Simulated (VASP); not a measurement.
A run of VASP 6.6.1 is set up as follows.

File INCAR:

```
  ALGO = Normal
  EDIFF = 1E-6
  ENCUT = 520
  GGA = PS
  ISIF = 2
  ISMEAR = -1
  LASPH = T
  LCHARG = F
  LREAL = F
  LWAVE = F
  NBANDS = 18
  NELM = 100
  PREC = Accurate
  SIGMA = 0.05
```

Contents of KPOINTS:

```
k-points
0
Gamma
  7 7 7
```

Contents of POSCAR:

```
Sb
1.0
   -3.9881173696      3.9881173696      2.0321109409
    3.9881173696     -3.9881173696      2.0321109409
    3.9881173696      3.9881173696     -2.0321109409
Sb
4
Direct
    0.6510589442      0.1510589442      0.8021178884
    0.1510589442      0.3489410558      0.5000000000
    0.3489410558      0.8489410558      0.1978821116
    0.8489410558      0.6510589442      0.5000000000
```

Potentials or basis: VASP PAW PBE potentials, release 64 (Sb).

Run with:

```console
$ cat potpaw_PBE.64/Sb/POTCAR > POTCAR
$ mpirun -np 1 vasp_std > vasp.out
```

(1) Estimate the band gap on the k mesh.

(2) What does it give for the pressure?

Results:

(1) zero (band 10 reaches 6.73 eV, above the bottom of band 11 at 5.13 eV).

(2) 0.1 GPa.

Caveat: the PAW data sets were made with another functional, which shifts forces and pressure a little; spin-orbit coupling is left out, which moves the levels of the heavy elements.
